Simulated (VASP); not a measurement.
# NbSiO4 (P4/mmm) in VASP: further runs

Runs on NbSiO4. Level: PBE. Tasks: relaxation of cell and atoms.

All numbers are computed with VASP 6.6.1; they aren't measurements. Logs are shortened: lines on timing, memory, paths and dates and some standing lists are left out, and cuts for length are marked.

## 1. The cell of the first run

It takes space group P4/mmm (No. 123, tetragonal). Conventional cell: a = 3.533 Å, b = 3.533 Å, c = 5.100 Å, α = 90.00°, β = 90.00°, γ = 90.00°. Within 2.8 Å of Nb (site symmetry 4/mmm) lie 8 O at 2.13 Å. Si (site symmetry 4/mmm) has 8 O at 2.23 Å within 2.9 Å. O (site symmetry 2mm) has 2 Nb at 2.13 Å and 2 Si at 2.23 Å and 6 O at 2.39 to 2.71 Å within 2.8 Å.

The cell was generated, and may not be a known phase.

## 2. Relaxation of cell and atoms, PBE

Contents of INCAR:

```
SYSTEM = NbSiO4
  PREC = Accurate
  ENCUT = 600
  EDIFF = 1E-7
  ISMEAR = 0
  SIGMA = 0.1
  LREAL = .False.
  LASPH = .True.
  NELM = 60
  ALGO = Normal
  ISIF = 3
  LWAVE = .False.
  LCHARG = .False.
  GGA = PE
  IBRION = 2
  NSW = 90
  EDIFFG = -0.04
```

Contents of KPOINTS:

```
regular mesh
0
Gamma
  6 6 4
  0 0 0
```

Contents of POSCAR:

```
NbSiO4
1.0
    3.5329351100      0.0000000000      0.0000000000
    0.0000000000      3.5329351100      0.0000000000
    0.0000000000      0.0000000000      5.0997052700
Nb Si O
1 1 4
Direct
    0.0000000000      0.0000000000      0.5000000000
    0.5000000000      0.5000000000      0.0000000000
    0.5000000000      0.0000000000      0.2657380100
    0.5000000000      0.0000000000      0.7342619900
    0.0000000000      0.5000000000      0.7342619900
    0.0000000000      0.5000000000      0.2657380100
```

Potentials or basis: VASP PAW PBE potentials, release 64 (Nb_sv, Si, O).

Started as:

```sh
> cat potpaw_PBE.64/Nb_sv/POTCAR potpaw_PBE.64/Si/POTCAR potpaw_PBE.64/O/POTCAR > POTCAR
> mpirun -np 1 vasp_std > vasp.out
```

OUTCAR:

```text
SYSTEM = NbSiO4
   PREC = Accurate
   ENCUT = 600
   EDIFF = 1E-7
   ISMEAR = 0
   LREAL = .False.
   LASPH = .True.
   NELM = 60
   ISIF = 3
   GGA = PE
   IBRION = 2
   NSW = 90
   EDIFFG = -0.04

 ion  position               nearest neighbor table
   1  0.000  0.000  0.500-   3 2.13   4 2.13   5 2.13   6 2.13   5 2.13   6 2.13   3 2.13   4 2.13

   2  0.500  0.500  0.000-   3 2.23   4 2.23   5 2.23   6 2.23   3 2.23   4 2.23   5 2.23   6 2.23

   3  0.500  0.000  0.266-   1 2.13   1 2.13   2 2.23   2 2.23
   4  0.500  0.000  0.734-   1 2.13   1 2.13   2 2.23   2 2.23
   5  0.000  0.500  0.734-   1 2.13   1 2.13   2 2.23   2 2.23
   6  0.000  0.500  0.266-   1 2.13   1 2.13   2 2.23   2 2.23

  LATTYP: Found a simple tetragonal cell.
 ALAT       =     3.5329351100
 C/A-ratio  =     1.4434754988

  Lattice vectors:

 A1 = (   3.5329351100,   0.0000000000,   0.0000000000)
 A2 = (   0.0000000000,   3.5329351100,   0.0000000000)
 A3 = (   0.0000000000,   0.0000000000,   5.0997052700)

Analysis of symmetry for initial positions (statically):
=====================================================================
 Subroutine PRICEL returns:
 Original cell was already a primitive cell.

 Routine SETGRP: Setting up the symmetry group for a
 simple tetragonal supercell.

 Subroutine GETGRP returns: Found 16 space group operations
 (whereof 16 operations were pure point group operations)
 out of a pool of 16 trial point group operations.

The static configuration has the point symmetry D_4h.

Analysis of symmetry for dynamics (positions and initial velocities):
=====================================================================
 Subroutine PRICEL returns:
 Original cell was already a primitive cell.

 Routine SETGRP: Setting up the symmetry group for a
 simple tetragonal supercell.

 Subroutine GETGRP returns: Found 16 space group operations
 (whereof 16 operations were pure point group operations)
 out of a pool of 16 trial point group operations.

The dynamic configuration has the point symmetry D_4h.

 Subroutine INISYM returns: Found 16 space group operations
 (whereof 16 operations are pure point group operations),
 and found     1 'primitive' translations

----------------------------------------------------------------------------------------

                                     Primitive cell

  volume of cell :      63.6526

[... 99 lines left out ...]
   NSW    =     90    number of steps for IOM
   IBRION =      2    ionic relax: 0-MD 1-quasi-New 2-CG
   NFREE  =      1    steps in history (QN), initial steepest desc. (CG)
   ISIF   =      3    stress and relaxation
   ISYM   =      2    0-nonsym 1-usesym 2-fastsym
   POTIM  = 0.5000    time-step for ionic-motion
   TEBEG  =    0.0;   TEEND  =   0.0 temperature during run
   PSTRESS=    0.0 pullay stress
   NELECT =      41.0000    total number of electrons
   NUPDOWN=      -1.0000    fix difference up-down
   EMIN   =  10.00;   EMAX   =-10.00  energy-range for DOS
   EFERMI =   0.00;   METHOD = LEGACY
   ISMEAR =     0;   SIGMA  =   0.10  broadening in eV -4-tet -1-fermi 0-gaus
   EFERMI_NEDOS =   21; number of points for ismear=-14 and -15
   IALGO  =     38    algorithm
   IMIX   =      4    mixing-type and parameters
     AMIX     =   0.40;   BMIX     =  1.00
     AMIX_MAG =   1.60;   BMIX_MAG =  1.00
  volume/ion in A,a.u.               =      10.61        71.59
  Fermi-wavevector in a.u.,A,eV,Ry     =   1.413830  2.671752 27.196909  1.998916
  Thomas-Fermi vector in A             =   2.535435
   LORBIT       =      0    0 simple, 1 ext, 2 COOP (PROOUT), +10 PAW based schemes
   GGA     = PE    functional components
   LHFCALC =     F    Hartree Fock is set to
   AEXX    =    0.0000 exact exchange contribution
   IVDW    =     0    specifies the selected vdW correction
   LEPSILON=     F    determine dielectric tensor
   LRPA    =     F    only Hartree local field effects (RPA)
 conjugate gradient relaxation of ions
 non-spin polarized calculation
 Gauss-broadening in eV      SIGMA  =   0.10
  energy-cutoff  :      600.00
  volume of cell :       63.65
 maximum number of plane-waves:      2148
   NGX = 15   NGY = 15   NGZ = 21

--------------------------------------- Ionic step        1  -------------------------------------------

 number of electron      41.0000012 magnetization

 Free energy of the ion-electron system (eV)
  ---------------------------------------------------
  ext. energy  EPLUGINS =         0.00000000
  ---------------------------------------------------
  free energy    TOTEN  =       -46.48129245 eV

  energy without entropy =      -46.47654623  energy(sigma->0) =      -46.47891934

------------------------ aborting loop because EDIFF is reached ----------------------------------------

  FORCE on cell =-STRESS in cart. coord.  units (eV):
  Direction    XX          YY          ZZ          XY          YZ          ZX
  --------------------------------------------------------------------------------------
  -------------------------------------------------------------------------------------
  Total       -5.4280541     -5.4280541     -6.9106986      0.0000000      0.0000000      0.0000000
  in kB     -136.6275711   -136.6275711   -173.9466763      0.0000000      0.0000000      0.0000000
  external PRESSURE =    -149.0672729 kB  Pullay stress =       0.0000000 kB
[... 147 lines left out ...]
--------------------------------------- Ionic step        5  -------------------------------------------

 number of electron      40.9999992 magnetization

 E-fermi :  10.1587     XC(G=0): -12.2938

 val. band max:       10.1431819246   @ k =   0.5000   0.5000   0.5000
 cond. band min:      10.2244615444   @ k =   0.5000   0.1667   0.2500
 fundamental gap:      0.0812796198
 Fermi energy:        10.1587316026

 k-point     1 :       0.0000    0.0000    0.0000
  band No.  band energies     occupation
      1     -46.7577      2.00000
      2     -23.0023      2.00000
      3     -22.6905      2.00000
      4     -22.6905      2.00000
      5     -12.1717      2.00000
      6      -9.7509      2.00000
[... 798 lines left out ...]
--------------------------------------- Ionic step        9  -------------------------------------------

 number of electron      40.9999997 magnetization

 Free energy of the ion-electron system (eV)
  ---------------------------------------------------
  ext. energy  EPLUGINS =         0.00000000
  ---------------------------------------------------
  free energy    TOTEN  =       -47.41241074 eV

  energy without entropy =      -47.40432353  energy(sigma->0) =      -47.40836713

 E-fermi :   9.9025     XC(G=0): -12.2190

 val. band max:        9.8398326388   @ k =   0.1667   0.1667   0.2500
 cond. band min:       9.9635424655   @ k =   0.5000   0.1667   0.2500
 fundamental gap:      0.1237098267
 Fermi energy:         9.9025424994

 k-point     1 :       0.0000    0.0000    0.0000
  band No.  band energies     occupation
      1     -47.0028      2.00000
      2     -23.2194      2.00000
      3     -22.9262      2.00000
      4     -22.9262      2.00000
      5     -12.2407      2.00000
      6      -9.9445      2.00000
[... 672 lines left out ...]
  FREE ENERGIE OF THE ION-ELECTRON SYSTEM (eV)
  ---------------------------------------------------
  free  energy   TOTEN  =       -47.4124107404 eV

  energy  without entropy=      -47.4043235288  energy(sigma->0) =      -47.40836713

 reached required accuracy - stopping structural energy minimisation
```

Wall time 2.7 min (1 thread of AMD EPYC 9R45 (Zen 5), shared host); peak memory 0.19 GiB.

Results:

- Free energy: -47.4124 eV
- Relaxed volume: 9.31 Å³/atom
- Relaxed cell: a = 3.384 Å, b = 3.384 Å, c = 4.881 Å, α = 90.00°, β = 90.00°, γ = 90.00°
- Space group after relaxing (to 0.1 Å): P4/mmm (No. 123)
- Energy gained by relaxing: 155.2 meV/atom
- Ionic steps: 9
- Pressure after relaxing: 0.1 GPa
- Largest force after relaxing: 0.023 eV/Å
- Band gap on the k mesh: zero (an odd number of electrons rules out a gap without spin polarisation)

Forces on the atoms (eV/Å):
```
Nb   0.000  0.000  0.000
Si   0.000  0.000  0.000
O    0.000  0.000 -0.023
O    0.000  0.000  0.023
O    0.000  0.000  0.023
O    0.000  0.000 -0.023
```

Stress tensor (GPa, compression positive):
```
0.01 0.00 0.00
0.00 0.01 0.00
0.00 0.00 0.17
```

The path:
```
step  energy change (eV)  largest force (eV/Å)  pressure (GPa)  volume (Å³)
   1              0.0000                1.5810          -14.91        63.65
   2             -0.7081                1.5932           10.40        54.98
   3             -0.7088                1.6003            9.77        55.13
   4             -0.7268                1.6120            0.90        55.09
   5             -0.9102                0.0099            3.99        55.11
   6             -0.9163                0.0734           -3.59        56.76
   7             -0.9306                0.0517           -0.26        56.00
   8             -0.9306                0.0511           -0.18        55.98
   9             -0.9311                0.0232            0.06        55.89
```

Final structure:
```
Nb Si O
1.0
     3.38395    0.00000    0.00000
     0.00000    3.38395    0.00000
     0.00000    0.00000    4.88072
Nb Si O
1 1 4
Direct
  0.00000 0.00000 0.50000
  0.50000 0.50000 0.00000
  0.50000 0.00000 0.23826
  0.50000 0.00000 0.76174
  0.00000 0.50000 0.76174
  0.00000 0.50000 0.23826
```

Caveat: an odd number of electrons without spin polarisation forces a metal; a magnetic or distorted state may lie lower.

## 3. Relaxation of cell and atoms, PBE

This run uses another cell than the first one, of 9.33 Å³/atom.

Contents of INCAR:

```
ALGO     = Normal         # electronic algorithm
EDIFF    = 1E-7           # SCF threshold, eV
EDIFFG   = -0.01          # ionic threshold
ENCUT    = 600            # plane-wave cutoff, eV
GGA      = PE             # functional
IBRION   = 2              # ionic algorithm
ISIF     = 3              # what is computed and relaxed
ISMEAR   = 0              # smearing method
LASPH    = T              # aspherical terms in the spheres
LCHARG   = F              # write CHGCAR
LREAL    = F              # projectors in reciprocal space
LWAVE    = F              # write WAVECAR
NELM     = 80             # most SCF steps
NSW      = 100            # ionic steps
PREC     = Accurate       # precision mode
SIGMA    = 0.1            # smearing width, eV
```

Contents of KPOINTS:

```
k-points
0
Gamma
  12 12 8
```

Contents of POSCAR:

```
NbSiO4
1.0
    3.3847946695      0.0000000000      0.0000000000
    0.0000000000      3.3847946695      0.0000000000
    0.0000000000      0.0000000000      4.8850601741
Nb Si O
1 1 4
Direct
    0.0000000000      0.0000000000      0.5000000000
    0.5000000000      0.5000000000      0.0000000000
    0.5000000000      0.0000000000      0.2379148309
    0.5000000000      0.0000000000      0.7620851691
    0.0000000000      0.5000000000      0.7620851691
    0.0000000000      0.5000000000      0.2379148309
```

Potentials or basis: VASP PAW PBE potentials, release 64 (Nb_sv, Si, O).

Started as:

```sh
> cat potpaw_PBE.64/Nb_sv/POTCAR potpaw_PBE.64/Si/POTCAR potpaw_PBE.64/O/POTCAR > POTCAR
> mpirun -np 1 vasp_std > vasp.out
```

OUTCAR:

```text
EDIFF = 1E-7
   EDIFFG = -0.01
   ENCUT = 600
   GGA = PE
   IBRION = 2
   ISIF = 3
   ISMEAR = 0
   LASPH = T
   LREAL = F
   NELM = 80
   NSW = 100
   PREC = Accurate

 ion  position               nearest neighbor table
   1  0.000  0.000  0.500-   3 2.12   4 2.12   5 2.12   6 2.12   5 2.12   6 2.12   3 2.12   4 2.12

   2  0.500  0.500  0.000-   3 2.05   4 2.05   5 2.05   6 2.05   3 2.05   4 2.05   5 2.05   6 2.05

   3  0.500  0.000  0.238-   2 2.05   2 2.05   1 2.12   1 2.12
   4  0.500  0.000  0.762-   2 2.05   2 2.05   1 2.12   1 2.12
   5  0.000  0.500  0.762-   2 2.05   2 2.05   1 2.12   1 2.12
   6  0.000  0.500  0.238-   2 2.05   2 2.05   1 2.12   1 2.12

  LATTYP: Found a simple tetragonal cell.
 ALAT       =     3.3847946695
 C/A-ratio  =     1.4432367842

  Lattice vectors:

 A1 = (   3.3847946695,   0.0000000000,   0.0000000000)
[... 308 lines left out ...]

 Free energy of the ion-electron system (eV)
  ---------------------------------------------------
  ext. energy  EPLUGINS =         0.00000000
  ---------------------------------------------------
  free energy    TOTEN  =       -47.39648527 eV

  energy without entropy =      -47.39184107  energy(sigma->0) =      -47.39416317

 E-fermi :   9.9178     XC(G=0): -12.2246

 val. band max:        9.8984435630   @ k =   0.5000   0.4167   0.5000
 cond. band min:       9.9506172680   @ k =   0.4167   0.4167   0.5000
 fundamental gap:      0.0521737050
 Fermi energy:         9.9177512282

 k-point     1 :       0.0000    0.0000    0.0000
  band No.  band energies     occupation
      1     -46.9863      2.00000
      2     -23.2284      2.00000
      3     -22.8955      2.00000
      4     -22.8955      2.00000
      5     -12.2453      2.00000
      6      -9.9517      2.00000
[... 637 lines left out ...]
     23      13.4349      0.00000
     24      13.7092      0.00000

 [... further k-points ...]
[... 5 lines left out ...]
  --------------------------------------------------------------------------------------
  -------------------------------------------------------------------------------------
  Total        0.0004837      0.0004837     -0.0259298      0.0000000     -0.0000000     -0.0000000
  in kB        0.0138758      0.0138758     -0.7439028      0.0000000     -0.0000000     -0.0000000
  external PRESSURE =      -0.2387171 kB  Pullay stress =       0.0000000 kB
[... 21 lines left out ...]
  FREE ENERGIE OF THE ION-ELECTRON SYSTEM (eV)
  ---------------------------------------------------
  free  energy   TOTEN  =       -47.3964852709 eV

  energy  without entropy=      -47.3918410737  energy(sigma->0) =      -47.39416317

 reached required accuracy - stopping structural energy minimisation
```

OSZICAR:

```text
N       E                     dE             d eps       ncg     rms          rms(c)
DAV:   1     0.422581376603E+03    0.42258E+03   -0.25396E+04  6720   0.192E+03
DAV:   2    -0.207402408967E+02   -0.44332E+03   -0.43801E+03  8320   0.579E+02
DAV:   3    -0.553262311022E+02   -0.34586E+02   -0.34211E+02 11152   0.137E+02
[... 35 lines left out ...]
DAV:   1    -0.473964769766E+02   -0.31730E-04   -0.16557E-02  6752   0.102E+00    0.426E-02
DAV:   2    -0.473964948410E+02   -0.17864E-04   -0.36835E-04  8472   0.172E-01    0.242E-02
DAV:   3    -0.473964869124E+02    0.79286E-05   -0.16899E-05 10560   0.364E-02    0.109E-02
DAV:   4    -0.473964853239E+02    0.15885E-05   -0.42238E-06  8600   0.170E-02    0.199E-03
DAV:   5    -0.473964852709E+02    0.52995E-07   -0.27540E-07  6872   0.426E-03
   4 F= -.47396485E+02 E0= -.47394163E+02  d E =-.400420E-04
```

It took 4.2 min on 1 thread of AMD EPYC 9R45 (Zen 5), shared host; peak memory 0.32 GiB.

Results:

* Free energy: -47.3965 eV
* Relaxed volume: 9.31 Å³/atom
* Relaxed cell: a = 3.381 Å, b = 3.381 Å, c = 4.887 Å, α = 90.00°, β = 90.00°, γ = 90.00°
* Space group after relaxing (to 0.1 Å): P4/mmm (No. 123)
* Energy gained by relaxing: 0.1 meV/atom
* Ionic steps: 4
* Pressure after relaxing: 0.0 GPa
* Largest force after relaxing: 0.003 eV/Å
* Band gap on the k mesh: zero (an odd number of electrons rules out a gap without spin polarisation)

Forces in eV/Å, atoms in the order of the input:
```
Nb   0.000  0.000  0.000
Si   0.000  0.000  0.000
O    0.000  0.000 -0.003
O    0.000  0.000  0.003
O    0.000  0.000  0.003
O    0.000  0.000 -0.003
```

The path:
```csv
step,energy change (eV),largest force (eV/Å),pressure (GPa),volume (Å³)
1,0.0000,0.0044,-0.49,55.97
2,0.0000,0.0404,0.54,55.73
3,-0.0003,0.0188,0.04,55.85
4,-0.0003,0.0034,-0.02,55.85
```

Final structure:
```
Nb Si O
1.0
     3.38056    0.00000    0.00000
     0.00000    3.38056    0.00000
     0.00000    0.00000    4.88672
Nb Si O
1 1 4
Direct
  0.00000 0.00000 0.50000
  0.50000 0.50000 0.00000
  0.50000 0.00000 0.23777
  0.50000 0.00000 0.76223
  0.00000 0.50000 0.76223
  0.00000 0.50000 0.23777
```

Caveat: an odd number of electrons without spin polarisation forces a metal; a magnetic or distorted state may lie lower.

The gap in the log of VASP goes by the Fermi energy; the results here count the filled bands.